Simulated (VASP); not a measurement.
Write the native input for VASP 6.6.1 that does the following.

```yaml
Task: single point
Functional: PBE
Potentials_or_basis: VASP PAW PBE potentials, release 64 (Pt)
Cutoff: 520 eV
k_mesh: 18 × 18 × 18
Occupations: gaussian, width 0.05 eV
Spin: no spin polarisation
Dipole_correction: no
Further_INCAR_settings: ALGO = Normal; EDIFF = 1e-06; NBANDS = 11
```

The structure of Pt lies in POSCAR:

```
Pt
1.0
    0.0000000000      1.9852144732      1.9852144732
    1.9852144732      0.0000000000      1.9852144732
    1.9852144732      1.9852144732      0.0000000000
Pt
1
Direct
    0.0000000000      0.0000000000      0.0000000000
```

These files were run (other wordings do the same):

INCAR

```
SYSTEM = Pt
  PREC = Accurate
  ENCUT = 520
  EDIFF = 1E-6
  ISMEAR = 0
  SIGMA = 0.05
  LREAL = .False.
  LASPH = .True.
  NELM = 80
  ALGO = Normal
  ISIF = 2
  LWAVE = .False.
  LCHARG = .True.
  GGA = PE
  LELF = .True.
  LVHAR = .True.
  NBANDS = 11
```

KPOINTS

```
Automatic mesh
0
Gamma
  18 18 18
  0 0 0
```

Potentials or basis: VASP PAW PBE potentials, release 64 (Pt).

Command:

```bash
$ cat potpaw_PBE.64/Pt/POTCAR > POTCAR
$ mpirun -np 1 vasp_std > vasp.out
```

It gave:

* Pressure: -0.6 GPa
* Band gap on the k mesh: zero (band 5 reaches 11.03 eV, above the bottom of band 6 at 8.93 eV)

Caveat: spin-orbit coupling is left out, which moves the levels of the heavy elements.

Wall time 18 s on 1 thread of Intel Xeon 6975P-C, with other jobs on the host, peak memory 0.16 GiB.
